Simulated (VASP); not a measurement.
# Cu (C2/m) in VASP: a series of runs

Cu is run at these levels: LDA; tasks: single point.

Program: VASP 6.6.1. These are calculated values, not measurements. Logs are shortened: lines on timing, memory, paths and dates and some standing lists are left out, and cuts for length are marked.

### 1 The cell of the first run

Symmetry: C2/m, No. 12, monoclinic system. Conventional cell: a = 7.814 Å, b = 2.398 Å, c = 2.436 Å, α = 90.00°, β = 90.00°, γ = 90.00°. Within 2.9 Å of Cu (site symmetry m) lie 10 Cu at 2.23 to 2.74 Å.

### 2 Single point, LDA (atoms displaced along a vibrational mode)

INCAR

```
SYSTEM = Cu
PREC     = Accurate       ! precision mode
ENCUT    = 520            ! plane-wave cutoff, eV
EDIFF    = 1E-6           ! SCF threshold, eV
ISMEAR   = 0              ! smearing method
SIGMA    = 0.15           ! smearing width, eV
LREAL    = .FALSE.        ! projectors in reciprocal space
LASPH    = .TRUE.         ! aspherical terms in the spheres
NELM     = 100            ! most SCF steps
ALGO     = Fast           ! electronic algorithm
ISIF     = 2              ! what is computed and relaxed
LWAVE    = .FALSE.        ! write WAVECAR
LCHARG   = .FALSE.        ! write CHGCAR
GGA      = CA             ! functional
NBANDS   = 18             ! bands
```

KPOINTS

```
regular mesh
0
G
  20 20 18
  0 0 0
```

POSCAR

```
Cu
1.0
    1.1988715060     -3.9071941049      0.0000000000
    1.1988715060      3.9071941049      0.0000000000
    0.0000000000      0.0000000000      2.4356971987
Cu
2
Direct
    0.1337548427      0.8662451573      0.1596767857
    0.8662451573      0.1337548427      0.8403232143
```

Potentials or basis: VASP PAW LDA potentials, release 64 (Cu).

On the command line:

```console
> cat potpaw_LDA.64/Cu/POTCAR > POTCAR
> mpirun -np 1 vasp_std > vasp.out
```

OUTCAR:

```text
SYSTEM = Cu
   PREC = Accurate
   ENCUT = 520
   EDIFF = 1E-6
   ISMEAR = 0
   LREAL = .FALSE.
   LASPH = .TRUE.
   NELM = 100
   ISIF = 2
   GGA = CA

 ion  position               nearest neighbor table
   1  0.134  0.866  0.160-   2 2.23   2 2.31   2 2.31   2 2.67   2 2.74   2 2.74
   2  0.866  0.134  0.840-   1 2.23   1 2.31   1 2.31   1 2.67   1 2.74   1 2.74

  LATTYP: Found a base centered orthorhombic cell.
 ALAT       =     2.3977430120
 B/A-ratio  =     3.2590599454
 C/A-ratio  =     1.0158291304

  Lattice vectors:

 A1 = (   1.1988715060,  -3.9071941049,   0.0000000000)
 A2 = (   1.1988715060,   3.9071941049,   0.0000000000)
 A3 = (   0.0000000000,   0.0000000000,   2.4356971987)

Analysis of symmetry for initial positions (statically):
=====================================================================
 Subroutine PRICEL returns:
 Original cell was already a primitive cell.

 Routine SETGRP: Setting up the symmetry group for a
 base centered orthorhombic supercell.

 Subroutine GETGRP returns: Found  4 space group operations
 (whereof  4 operations were pure point group operations)
 out of a pool of  8 trial point group operations.

The static configuration has the point symmetry C_2h.

Analysis of symmetry for dynamics (positions and initial velocities):
=====================================================================
 Subroutine PRICEL returns:
 Original cell was already a primitive cell.

 Routine SETGRP: Setting up the symmetry group for a
 base centered orthorhombic supercell.

 Subroutine GETGRP returns: Found  4 space group operations
 (whereof  4 operations were pure point group operations)
 out of a pool of  8 trial point group operations.

The dynamic configuration has the point symmetry C_2h.

 Subroutine INISYM returns: Found  4 space group operations
 (whereof  4 operations are pure point group operations),
 and found     1 'primitive' translations

----------------------------------------------------------------------------------------

                                     Primitive cell

  volume of cell :      22.8187

  direct lattice vectors                    reciprocal lattice vectors
     1.198871506 -3.907194105  0.000000000     0.417058874 -0.127969071  0.000000000
     1.198871506  3.907194105  0.000000000     0.417058874  0.127969071  0.000000000
     0.000000000  0.000000000  2.435697199     0.000000000  0.000000000  0.410560065

  length of vectors
     4.086986501  4.086986501  2.435697199     0.436250143  0.436250143  0.410560065

  position of ions in fractional coordinates (direct lattice)
[... 79 lines left out ...]
   EDIFF  = 0.1E-05   stopping-criterion for ELM
   LREAL  =      F    real-space projection
   EDIFFG = 0.1E-04   stopping-criterion for IOM
   NSW    =      0    number of steps for IOM
   IBRION =     -1    ionic relax: 0-MD 1-quasi-New 2-CG
   NFREE  =      0    steps in history (QN), initial steepest desc. (CG)
   ISIF   =      2    stress and relaxation
   ISYM   =      2    0-nonsym 1-usesym 2-fastsym
   POTIM  = 0.5000    time-step for ionic-motion
   TEBEG  =    0.0;   TEEND  =   0.0 temperature during run
   PSTRESS=    0.0 pullay stress
   NELECT =      22.0000    total number of electrons
   NUPDOWN=      -1.0000    fix difference up-down
   EMIN   =  10.00;   EMAX   =-10.00  energy-range for DOS
   EFERMI =   0.00;   METHOD = LEGACY
   ISMEAR =     0;   SIGMA  =   0.15  broadening in eV -4-tet -1-fermi 0-gaus
   EFERMI_NEDOS =   21; number of points for ismear=-14 and -15
   IALGO  =     68    algorithm
   IMIX   =      4    mixing-type and parameters
     AMIX     =   0.40;   BMIX     =  1.00
     AMIX_MAG =   1.60;   BMIX_MAG =  1.00
  volume/ion in A,a.u.               =      11.41        76.99
  Fermi-wavevector in a.u.,A,eV,Ry     =   1.617281  3.056217 35.587358  2.615597
  Thomas-Fermi vector in A             =   2.711731
   LORBIT       =      0    0 simple, 1 ext, 2 COOP (PROOUT), +10 PAW based schemes
   GGA     = CA    functional components
   LHFCALC =     F    Hartree Fock is set to
   AEXX    =    0.0000 exact exchange contribution
   IVDW    =     0    specifies the selected vdW correction
   LEPSILON=     F    determine dielectric tensor
   LRPA    =     F    only Hartree local field effects (RPA)
 non-spin polarized calculation
 RMM-DIIS sequential band-by-band and
 Gauss-broadening in eV      SIGMA  =   0.15
  energy-cutoff  :      520.00
  volume of cell :       22.82
 maximum number of plane-waves:       630
   NGX = 15   NGY = 15   NGZ =  9

 number of electron      22.0000000 magnetization

 Free energy of the ion-electron system (eV)
  ---------------------------------------------------
  ext. energy  EPLUGINS =         0.00000000
  ---------------------------------------------------
  free energy    TOTEN  =        -8.81223066 eV

  energy without entropy =       -8.80699792  energy(sigma->0) =       -8.80961429

 E-fermi :   7.7850     XC(G=0): -13.2438

 val. band max:        7.7826238015   @ k =   0.4500   0.3000   0.2778
 cond. band min:       7.7851306993   @ k =   0.0500  -0.0500   0.0556
 fundamental gap:      0.0025068978
 Fermi energy:         7.7850381569

 k-point     1 :       0.0000    0.0000    0.0000
  band No.  band energies     occupation
      1      -1.8171      2.00000
      2       2.6667      2.00000
      3       3.3261      2.00000
      4       3.6952      2.00000
      5       4.3660      2.00000
      6       5.0014      2.00000
[... 481 lines left out ...]
      5       4.1180      2.00000
      6       4.7461      2.00000
[... 10 lines left out ...]
     17      28.4623      0.00000
     18      29.6353      0.00000

 [... further k-points ...]

------------------------ aborting loop because EDIFF is reached ----------------------------------------

  FORCE on cell =-STRESS in cart. coord.  units (eV):
  Direction    XX          YY          ZZ          XY          YZ          ZX
  --------------------------------------------------------------------------------------
  -------------------------------------------------------------------------------------
  Total        0.6050363      2.5437009     -0.1287942      0.0000000      0.1365519      0.0000000
  in kB       42.4816234    178.6017506     -9.0430741      0.0000000      9.5877627      0.0000000
  external PRESSURE =      70.6801000 kB  Pullay stress =       0.0000000 kB

 VOLUME and BASIS-vectors are now :
 -----------------------------------------------------------------------------
  energy-cutoff  :      520.00
  volume of cell :       22.82
      direct lattice vectors                 reciprocal lattice vectors
     1.198871506 -3.907194105  0.000000000     0.417058874 -0.127969071  0.000000000
     1.198871506  3.907194105  0.000000000     0.417058874  0.127969071  0.000000000
     0.000000000  0.000000000  2.435697199     0.000000000  0.000000000  0.410560065

 POSITION                                       TOTAL-FORCE (eV/Angst)
 -----------------------------------------------------------------------------------
      1.19887      2.86198      0.38892         0.000000      0.081362      1.208581
      1.19887     -2.86198      2.04677         0.000000     -0.081362     -1.208581
 -----------------------------------------------------------------------------------
    total drift:                                0.000000     -0.000000      0.000000

  FREE ENERGIE OF THE ION-ELECTRON SYSTEM (eV)
  ---------------------------------------------------
  free  energy   TOTEN  =        -8.8122306605 eV

  energy  without entropy=       -8.8069979234  energy(sigma->0) =       -8.80961429
```

OSZICAR:

```text
N       E                     dE             d eps       ncg     rms          rms(c)
DAV:   1     0.120780370521E+03    0.12078E+03   -0.10384E+04 74206   0.223E+03
DAV:   2    -0.406649796168E+01   -0.12485E+03   -0.11829E+03 68592   0.290E+02
DAV:   3    -0.106036281895E+02   -0.65371E+01   -0.62930E+01 76312   0.892E+01
DAV:   4    -0.106769772152E+02   -0.73349E-01   -0.73297E-01 81344   0.102E+01
DAV:   5    -0.106780580017E+02   -0.10808E-02   -0.10807E-02 85438   0.109E+00    0.111E+01
RMM:   6    -0.946737638266E+01    0.12107E+01   -0.10151E+01 79912   0.579E+01    0.578E+00
RMM:   7    -0.884082715019E+01    0.62655E+00   -0.17905E+00 79227   0.255E+01    0.146E+00
RMM:   8    -0.881283938198E+01    0.27988E-01   -0.73959E-02 83539   0.264E+00    0.184E-01
RMM:   9    -0.881215351821E+01    0.68586E-03   -0.13816E-02 85488   0.208E+00    0.105E-01
RMM:  10    -0.881232289131E+01   -0.16937E-03   -0.36934E-03 89714   0.613E-01    0.946E-02
RMM:  11    -0.881221715314E+01    0.10574E-03   -0.64749E-04 89165   0.330E-01    0.263E-02
RMM:  12    -0.881222629912E+01   -0.91460E-05   -0.23938E-04 93522   0.205E-01    0.403E-03
RMM:  13    -0.881223158315E+01   -0.52840E-05   -0.59794E-05 92303   0.763E-02    0.925E-03
RMM:  14    -0.881223066045E+01    0.92270E-06   -0.74208E-06 77697   0.397E-02
   1 F= -.88122307E+01 E0= -.88096143E+01  d E =-.523274E-02
```

Wall time 10 min (1 thread of Intel Xeon Platinum 8488C (Sapphire Rapids), shared host); peak memory 0.67 GiB.

Results:

```
Free energy            : -8.8122 eV
Pressure               : 7.1 GPa
Largest force          : 1.211 eV/Å
Band gap on the k mesh : zero (bands 11 and 12 overlap by 5.68 eV)
```

Forces in eV/Å, atoms in the order of the input:
```
Cu   0.000  0.081  1.209
Cu   0.000 -0.081 -1.209
```

Levels at points of the mesh, in eV from the Fermi level:
```
           k point  band 9  band 10  band 11  band 12  band 13  band 14
(0.00, 0.00, 0.00)   -2.01    -1.82    -1.72    -0.10     5.14    16.42
(0.50, 0.00, 0.00)   -2.02    -1.97    -0.47     1.37     2.60     7.24
(0.50, 0.50, 0.00)   -1.93    -1.93    -1.79    -1.47    14.13    15.85
(0.00, 0.00, 0.50)   -1.96    -1.79    -0.64     0.66     6.81     8.17
(0.50, 0.00, 0.50)   -1.34    -1.33     3.13     4.93     6.47     8.09
(0.50, 0.50, 0.50)   -2.06    -1.63    -0.51    -0.13     3.35     3.68
```

Caveat: the cell differs from its parent crystal (atoms displaced along a vibrational mode); the stress differs along the axes, from -1 to 18 GPa; forces of over 1 eV/Å act on the atoms, so gaps and moduli don't describe the material at rest.

### 3 Single point, LDA (atoms displaced along a vibrational mode)

INCAR

```
SYSTEM = Cu
ALGO = Fast
EDIFF = 1E-7
ENCUT = 520
ISIF = 2
ISMEAR = 0
LASPH = .True.
LCHARG = .False.
LREAL = .False.
LWAVE = .False.
NBANDS = 18
NELM = 60
PREC = Accurate
SIGMA = 0.15
```

KPOINTS

```
k-points
0
Gamma
  20 20 18
  0 0 0
```

POSCAR

```
Cu
1.0
    1.1988715060     -3.9071941049      0.0000000000
    1.1988715060      3.9071941049      0.0000000000
    0.0000000000      0.0000000000      2.4356971987
Cu
2
Direct
    0.1337548427      0.8662451573      0.2048383929
    0.8662451573      0.1337548427      0.7951616071
```

Potentials or basis: VASP PAW LDA potentials, release 64 (Cu).

On the command line:

```console
> cat potpaw_LDA.64/Cu/POTCAR > POTCAR
> mpirun -np 1 vasp_std > vasp.out
```

OUTCAR:

```text
SYSTEM = Cu
   EDIFF = 1E-7
   ENCUT = 520
   ISIF = 2
   ISMEAR = 0
   LASPH = .True.
   LREAL = .False.
   NELM = 60
   PREC = Accurate

 ion  position               nearest neighbor table
   1  0.134  0.866  0.205-   2 2.32   2 2.39   2 2.39   2 2.54   2 2.61   2 2.61
   2  0.866  0.134  0.795-   1 2.32   1 2.39   1 2.39   1 2.54   1 2.61   1 2.61

  LATTYP: Found a base centered orthorhombic cell.
 ALAT       =     2.3977430120
 B/A-ratio  =     3.2590599454
 C/A-ratio  =     1.0158291304

  Lattice vectors:

 A1 = (   1.1988715060,  -3.9071941049,   0.0000000000)
 A2 = (   1.1988715060,   3.9071941049,   0.0000000000)
 A3 = (   0.0000000000,   0.0000000000,   2.4356971987)

Analysis of symmetry for initial positions (statically):
=====================================================================
 Subroutine PRICEL returns:
 Original cell was already a primitive cell.

 Routine SETGRP: Setting up the symmetry group for a
 base centered orthorhombic supercell.

 Subroutine GETGRP returns: Found  4 space group operations
 (whereof  4 operations were pure point group operations)
 out of a pool of  8 trial point group operations.

The static configuration has the point symmetry C_2h.

[... 160 lines left out ...]

 E-fermi :   7.7651     XC(G=0): -13.2605

 val. band max:        7.7583270746   @ k =  -0.3500   0.1000   0.4444
 cond. band min:       7.7654276607   @ k =   0.4500  -0.2500   0.2222
 fundamental gap:      0.0071005861
 Fermi energy:         7.7650730381

 k-point     1 :       0.0000    0.0000    0.0000
  band No.  band energies     occupation
      1      -1.8303      2.00000
      2       2.5454      2.00000
      3       3.2842      2.00000
      4       3.7651      2.00000
      5       4.6474      2.00000
      6       4.7479      2.00000
[... 481 lines left out ...]
      5       4.4329      2.00000
      6       4.7936      2.00000
[... 10 lines left out ...]
     17      29.1146      0.00000
     18      29.7407      0.00000

 [... further k-points ...]

------------------------ aborting loop because EDIFF is reached ----------------------------------------

  FORCE on cell =-STRESS in cart. coord.  units (eV):
  Direction    XX          YY          ZZ          XY          YZ          ZX
  --------------------------------------------------------------------------------------
  -------------------------------------------------------------------------------------
  Total        0.2398078      0.7723955      0.1053497      0.0000000      0.0882752      0.0000000
  in kB       16.8377051     54.2324717      7.3969551      0.0000000      6.1980953      0.0000000
  external PRESSURE =      26.1557106 kB  Pullay stress =       0.0000000 kB

 VOLUME and BASIS-vectors are now :
 -----------------------------------------------------------------------------
  energy-cutoff  :      520.00
  volume of cell :       22.82
      direct lattice vectors                 reciprocal lattice vectors
     1.198871506 -3.907194105  0.000000000     0.417058874 -0.127969071  0.000000000
     1.198871506  3.907194105  0.000000000     0.417058874  0.127969071  0.000000000
     0.000000000  0.000000000  2.435697199     0.000000000  0.000000000  0.410560065

 POSITION                                       TOTAL-FORCE (eV/Angst)
 -----------------------------------------------------------------------------------
      1.19887      2.86198      0.49892         0.000000      0.026218      0.675066
      1.19887     -2.86198      1.93677         0.000000     -0.026218     -0.675066
 -----------------------------------------------------------------------------------
    total drift:                               -0.000000     -0.000000      0.000000

  FREE ENERGIE OF THE ION-ELECTRON SYSTEM (eV)
  ---------------------------------------------------
  free  energy   TOTEN  =        -9.0237756151 eV

  energy  without entropy=       -9.0184143012  energy(sigma->0) =       -9.02109496
```

It took 12 min on 1 thread of Intel Xeon Platinum 8488C (Sapphire Rapids), shared host; peak memory 0.68 GiB.

What came out:

```yaml
Free_energy: -9.0238 eV
Pressure: 2.6 GPa
Largest_force: 0.676 eV/Å
Band_gap_on_the_k_mesh: zero (bands 11 and 12 overlap by 5.69 eV)
```

Forces on the atoms (eV/Å):
```
Cu   0.000  0.026  0.675
Cu   0.000 -0.026 -0.675
```

Levels at points of the mesh, in eV from the Fermi level:
| k point | band 8 | band 9 | band 10 | band 11 | band 12 | band 13 | band 14 | band 15 |
| --- | --- | --- | --- | --- | --- | --- | --- | --- |
| (0.00, 0.00, 0.00) | -2.16 | -1.87 | -1.73 | -1.62 | -0.10 | 5.12 | 15.47 | 18.95 |
| (0.50, 0.00, 0.00) | -2.59 | -2.14 | -1.78 | -0.48 | 1.38 | 2.60 | 7.23 | 13.32 |
| (0.50, 0.50, 0.00) | -2.27 | -2.19 | -1.98 | -1.69 | -1.53 | 14.12 | 15.85 | 15.97 |
| (0.00, 0.00, 0.50) | -2.85 | -1.84 | -1.75 | -0.33 | 0.37 | 7.64 | 8.97 | 9.38 |
| (0.50, 0.00, 0.50) | -1.79 | -1.32 | -1.31 | 3.39 | 4.32 | 7.16 | 8.12 | 9.55 |
| (0.50, 0.50, 0.50) | -1.84 | -1.83 | -1.71 | -0.95 | -0.65 | 3.74 | 3.92 | 18.33 |

Caveat: the cell differs from its parent crystal (atoms displaced along a vibrational mode).
